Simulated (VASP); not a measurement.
# Na2S (Fm-3m) in VASP: single point with HF

Aim: the single point of Na2S with HF.

Everything below comes from runs of VASP 6.6.1. Logs are shortened: lines on timing, memory, paths and dates and some standing lists are left out, and cuts for length are marked.

### 1 The cell of the first run

The structure is cubic, space group Fm-3m (No. 225). The conventional cell has a = 6.511 Å, b = 6.511 Å, c = 6.511 Å, α = 90.00°, β = 90.00°, γ = 90.00°. Within 3.7 Å of Na (site symmetry -43m) lie 4 S at 2.82 Å and 6 Na at 3.26 Å. Within 3.7 Å of S (site symmetry m-3m) lie 8 Na at 2.82 Å.

### 2 Single point, HF

The input, POSCAR:

```
Na2S
1.0
    0.0000000000      3.2554286216      3.2554286216
    3.2554286216      0.0000000000      3.2554286216
    3.2554286216      3.2554286216      0.0000000000
Na S
2 1
Direct
    0.2500000000      0.2500000000      0.2500000000
    0.7500000000      0.7500000000      0.7500000000
    0.0000000000      0.0000000000      0.0000000000
```

The input, INCAR.step1:

```
ALGO = Normal
EDIFF = 1E-5
ENCUT = 400
GGA = PE
GGA_COMPAT = False
ISIF = 2
ISMEAR = 0
LASPH = True
LCHARG = False
LREAL = False
LWAVE = True
NBANDS = 17
NELM = 120
PREC = Accurate
SIGMA = 0.01
```

The input, INCAR.step2:

```
AEXX = 1.0
AGGAC = 0.0
ALDAC = 0.0
ALGO = Normal
EDIFF = 1E-6
ENCUT = 400
GGA = PE
GGA_COMPAT = False
ISIF = 2
ISMEAR = 0
ISTART = 1
LASPH = True
LCHARG = False
LHFCALC = True
LREAL = False
LWAVE = False
NBANDS = 17
NELM = 120
PREC = Accurate
PRECFOCK = Normal
SIGMA = 0.01
```

The input, KPOINTS:

```
k-points
0
Gamma
  6 6 6
```

Potentials or basis: VASP PAW PBE potentials, release 64 (Na_pv, S).

Launch:

```sh
cat potpaw_PBE.64/Na_pv/POTCAR potpaw_PBE.64/S/POTCAR > POTCAR
cp INCAR.step1 INCAR
mpirun -np 1 vasp_std > vasp.out
cp INCAR.step2 INCAR
mpirun -np 1 vasp_std > vasp.out
```

OUTCAR:

```text
AEXX = 1.0
   EDIFF = 1E-6
   ENCUT = 400
   GGA = PE
   ISIF = 2
   ISMEAR = 0
   ISTART = 1
   LASPH = True
   LHFCALC = True
   LREAL = False
   NELM = 120
   PREC = Accurate
   PRECFOCK = Normal

 ion  position               nearest neighbor table
   1  0.250  0.250  0.250-
   2  0.750  0.750  0.750-
   3  0.000  0.000  0.000-

  LATTYP: Found a face centered cubic cell.
 ALAT       =     6.5108572432

  Lattice vectors:

 A1 = (   0.0000000000,   3.2554286216,   3.2554286216)
 A2 = (   3.2554286216,   0.0000000000,   3.2554286216)
 A3 = (   3.2554286216,   3.2554286216,   0.0000000000)

Analysis of symmetry for initial positions (statically):
=====================================================================
 Subroutine PRICEL returns:
 Original cell was already a primitive cell.

 Routine SETGRP: Setting up the symmetry group for a
 face centered cubic supercell.

 Subroutine GETGRP returns: Found 48 space group operations
 (whereof 48 operations were pure point group operations)
 out of a pool of 48 trial point group operations.

The static configuration has the point symmetry O_h .

Analysis of symmetry for dynamics (positions and initial velocities):
=====================================================================
 Subroutine PRICEL returns:
 Original cell was already a primitive cell.

 Routine SETGRP: Setting up the symmetry group for a
 face centered cubic supercell.

 Subroutine GETGRP returns: Found 48 space group operations
 (whereof 48 operations were pure point group operations)
 out of a pool of 48 trial point group operations.

The dynamic configuration has the point symmetry O_h .

 Subroutine INISYM returns: Found 48 space group operations
 (whereof 48 operations are pure point group operations),
 and found     1 'primitive' translations

----------------------------------------------------------------------------------------

                                     Primitive cell

  volume of cell :      69.0009

  direct lattice vectors                    reciprocal lattice vectors
     0.000000000  3.255428622  3.255428622    -0.153589606  0.153589606  0.153589606
     3.255428622  0.000000000  3.255428622     0.153589606 -0.153589606  0.153589606
     3.255428622  3.255428622  0.000000000     0.153589606  0.153589606 -0.153589606

  length of vectors
     4.603871308  4.603871308  4.603871308     0.266025001  0.266025001  0.266025001

  position of ions in fractional coordinates (direct lattice)
     0.250000000  0.250000000  0.250000000
     0.750000000  0.750000000  0.750000000
     0.000000000  0.000000000  0.000000000

  ion indices of the primitive-cell ions
   primitive index   ion index
                 1           1
                 2           2
                 3           3

----------------------------------------------------------------------------------------

 KPOINTS: k-points

Automatic generation of k-mesh.
 Grid dimensions read from file:
 generate k-points for:    6    6    6

 Generating k-lattice:

  Cartesian coordinates                     Fractional coordinates (reciprocal lattice)
    -0.025598268  0.025598268  0.025598268     0.166666667  0.000000000  0.000000000
     0.025598268 -0.025598268  0.025598268     0.000000000  0.166666667  0.000000000
     0.025598268  0.025598268 -0.025598268     0.000000000  0.000000000  0.166666667

  Length of vectors
     0.044337500  0.044337500  0.044337500

  Shift w.r.t. Gamma in fractional coordinates (k-lattice)
     0.000000000  0.000000000  0.000000000

 Subroutine IBZKPT returns following result:
 ===========================================

 Found     16 irreducible k-points:

 Following reciprocal coordinates:
            Coordinates               Weight
  0.000000  0.000000  0.000000      1.000000
  0.166667  0.000000  0.000000      8.000000
  0.333333  0.000000  0.000000      8.000000
  0.500000  0.000000  0.000000      4.000000
  0.166667  0.166667  0.000000      6.000000
  0.333333  0.166667  0.000000     24.000000
[... 8 lines left out ...]
 -0.333333  0.333333  0.166667     24.000000
 -0.333333  0.500000  0.166667     12.000000
   k-points           NKPTS =     16   k-points in BZ     NKDIM =    216   number of bands    NBANDS=     17
   number of dos      NEDOS =    301   number of ions     NIONS =      3
   total plane-waves  NPLWV =  27000
   dimension x,y,z NGX =    30 NGY =   30 NGZ =   30
   dimension x,y,z NGXF=    60 NGYF=   60 NGZF=   60
   ions per type =               2   1
   NGX,Y,Z   is equivalent  to a cutoff of  10.83, 10.83, 10.83 a.u.
   NGXF,Y,Z  is equivalent  to a cutoff of  21.67, 21.67, 21.67 a.u.
 SYSTEM =  unknown system
   PREC   = accura    normal or accurate (medium, high low for compatibility)
   ISTART =      1    job   : 0-new  1-cont  2-samecut
   ICHARG =      0    charge: 1-file 2-atom 10-const
   ISPIN  =      1    spin polarized calculation?
   LNONCOLLINEAR =      F non collinear calculations
   LSORBIT =      F    spin-orbit coupling
   LASPH  =      T    aspherical Exc in radial PAW
   ENCUT  =  400.0 eV  29.40 Ry    5.42 a.u.   7.51  7.51  7.51*2*pi/ulx,y,z
   NELM   =    120;   NELMIN=  2; NELMDL=  0     # of ELM steps
   EDIFF  = 0.1E-05   stopping-criterion for ELM
   LREAL  =      F    real-space projection
   EDIFFG = 0.1E-04   stopping-criterion for IOM
   NSW    =      0    number of steps for IOM
   IBRION =     -1    ionic relax: 0-MD 1-quasi-New 2-CG
   NFREE  =      0    steps in history (QN), initial steepest desc. (CG)
   ISIF   =      2    stress and relaxation
   ISYM   =      3    0-nonsym 1-usesym 2-fastsym
   POTIM  = 0.5000    time-step for ionic-motion
   TEBEG  =    0.0;   TEEND  =   0.0 temperature during run
   PSTRESS=    0.0 pullay stress
   NELECT =      20.0000    total number of electrons
   NUPDOWN=      -1.0000    fix difference up-down
   EMIN   =  10.00;   EMAX   =-10.00  energy-range for DOS
   EFERMI =   0.00;   METHOD = LEGACY
   ISMEAR =     0;   SIGMA  =   0.01  broadening in eV -4-tet -1-fermi 0-gaus
   EFERMI_NEDOS =   21; number of points for ismear=-14 and -15
   IALGO  =     38    algorithm
   IMIX   =      1    mixing-type and parameters
     AMIX     =   0.40;   BMIX     =  1.00
     AMIX_MAG =   1.60;   BMIX_MAG =  1.00
  volume/ion in A,a.u.               =      23.00       155.21
  Fermi-wavevector in a.u.,A,eV,Ry     =   1.083428  2.047382 15.970734  1.173816
  Thomas-Fermi vector in A             =   2.219494
   LORBIT       =      0    0 simple, 1 ext, 2 COOP (PROOUT), +10 PAW based schemes
   GGA     = PE    functional components
   LHFCALC =     T    Hartree Fock is set to
   PRECFOCK=normal    Normal, Fast or Accurate (Low or Medium for compatibility)
   ENCUT4O =  -1.0   cutoff for four orbital integrals eV
   NKREDX  =     1    reduce k-point grid by
   NKREDY  =     1    reduce k-point grid by
   NKREDZ  =     1    reduce k-point grid by
   AEXX    =    1.0000 exact exchange contribution
   HFSCREEN=    0.0000 screening length (either q_TF or 0.3 A-1)
   HFSCREENC=   0.0000 screening length for correlation (either q_TF or 0.3 A-1)
   ENCUTFOCK=  -1.0 apply spherical cutoff to Coloumb kernel
   IVDW    =     0    specifies the selected vdW correction
   LEPSILON=     F    determine dielectric tensor
   LRPA    =     F    only Hartree local field effects (RPA)
 non-spin polarized calculation
 Gauss-broadening in eV      SIGMA  =   0.01
  energy-cutoff  :      400.00
  volume of cell :       69.00
 maximum number of plane-waves:      1272
  NGX = 24; NGY = 24; NGZ = 24

 number of electron      19.9999975 magnetization

 Free energy of the ion-electron system (eV)
  ---------------------------------------------------
  ext. energy  EPLUGINS =         0.00000000
  ---------------------------------------------------
  free energy    TOTEN  =       -18.04178417 eV

  energy without entropy =      -18.04178417  energy(sigma->0) =      -18.04178417

 E-fermi :  -2.9476     XC(G=0):   0.0000

 val. band max:       -3.1221715715   @ k =   0.0000   0.0000   0.0000
 cond. band min:       6.4979505372   @ k =   0.0000   0.0000   0.0000
 fundamental gap:      9.6201221087
 Fermi energy:        -2.9475694676

 k-point     1 :       0.0000    0.0000    0.0000
  band No.  band energies     occupation
      1     -34.6450      2.00000
      2     -34.6450      2.00000
      3     -34.6450      2.00000
      4     -34.6023      2.00000
      5     -34.6023      2.00000
      6     -34.6023      2.00000
[... 9 lines left out ...]
     16      14.3575      0.00000
     17      16.0186      0.00000

 k-point     2 :       0.1667    0.0000    0.0000
  band No.  band energies     occupation
      1     -34.6441      2.00000
      2     -34.6425      2.00000
      3     -34.6425      2.00000
      4     -34.6072      2.00000
      5     -34.6055      2.00000
      6     -34.6055      2.00000
[... 9 lines left out ...]
     16      13.7618      0.00000
     17      15.3568      0.00000

 k-point     3 :       0.3333    0.0000    0.0000
  band No.  band energies     occupation
      1     -34.6400      2.00000
      2     -34.6355      2.00000
      3     -34.6355      2.00000
      4     -34.6184      2.00000
      5     -34.6142      2.00000
      6     -34.6142      2.00000
[... 9 lines left out ...]
     16      14.9348      0.00000
     17      15.4895      0.00000

 k-point     4 :       0.5000    0.0000    0.0000
  band No.  band energies     occupation
      1     -34.6337      2.00000
      2     -34.6272      2.00000
      3     -34.6265      2.00000
      4     -34.6265      2.00000
      5     -34.6233      2.00000
      6     -34.6233      2.00000
[... 9 lines left out ...]
     16      16.9467      0.00000
     17      16.9467      0.00000
[... 183 lines left out ...]
      1     -34.6584      2.00000
      2     -34.6503      2.00000
      3     -34.6394      2.00000
      4     -34.6134      2.00000
      5     -34.6058      2.00000
      6     -34.5962      2.00000
[... 9 lines left out ...]
     16      16.5834      0.00000
     17      17.8452      0.00000

 k-point    15 :      -0.3333    0.3333    0.1667
  band No.  band energies     occupation
      1     -34.6617      2.00000
      2     -34.6560      2.00000
      3     -34.6266      2.00000
      4     -34.6266      2.00000
      5     -34.5978      2.00000
      6     -34.5970      2.00000
[... 9 lines left out ...]
     16      15.8803      0.00000
     17      17.8484      0.00000

 k-point    16 :      -0.3333    0.5000    0.1667
  band No.  band energies     occupation
      1     -34.6682      2.00000
      2     -34.6597      2.00000
      3     -34.6420      2.00000
      4     -34.6114      2.00000
      5     -34.5945      2.00000
      6     -34.5918      2.00000
[... 9 lines left out ...]
     16      16.6616      0.00000
     17      17.5883      0.00000

------------------------ aborting loop because EDIFF is reached ----------------------------------------

  FORCE on cell =-STRESS in cart. coord.  units (eV):
  Direction    XX          YY          ZZ          XY          YZ          ZX
  --------------------------------------------------------------------------------------
  -------------------------------------------------------------------------------------
  Total        0.7383914      0.7383914      0.7383914      0.0000000      0.0000000     -0.0000000
  in kB       17.1452040     17.1452040     17.1452040      0.0000000      0.0000000     -0.0000000
  external PRESSURE =      17.1452040 kB  Pullay stress =       0.0000000 kB

 VOLUME and BASIS-vectors are now :
 -----------------------------------------------------------------------------
  energy-cutoff  :      400.00
  volume of cell :       69.00
      direct lattice vectors                 reciprocal lattice vectors
     0.000000000  3.255428622  3.255428622    -0.153589606  0.153589606  0.153589606
     3.255428622  0.000000000  3.255428622     0.153589606 -0.153589606  0.153589606
     3.255428622  3.255428622  0.000000000     0.153589606  0.153589606 -0.153589606

 POSITION                                       TOTAL-FORCE (eV/Angst)
 -----------------------------------------------------------------------------------
      1.62771      1.62771      1.62771         0.000000      0.000000      0.000000
      4.88314      4.88314      4.88314        -0.000000     -0.000000     -0.000000
      0.00000      0.00000      0.00000        -0.000000     -0.000000     -0.000000
 -----------------------------------------------------------------------------------
    total drift:                               -0.000000     -0.000000      0.000000

  FREE ENERGIE OF THE ION-ELECTRON SYSTEM (eV)
  ---------------------------------------------------
  free  energy   TOTEN  =       -18.0417841686 eV

  energy  without entropy=      -18.0417841686  energy(sigma->0) =      -18.04178417
```

It took 1.8 h on 1 thread of AMD EPYC 7R43 (Zen 3), shared host; peak memory 0.16 GiB.

What came out:

| Item | Value |
| --- | --- |
| Free energy | -18.0418 eV |
| Pressure | 1.7 GPa |
| Band gap on the k mesh | 9.62 eV |

Caveat: the PAW data sets were made with another functional, which shifts forces and pressure a little.
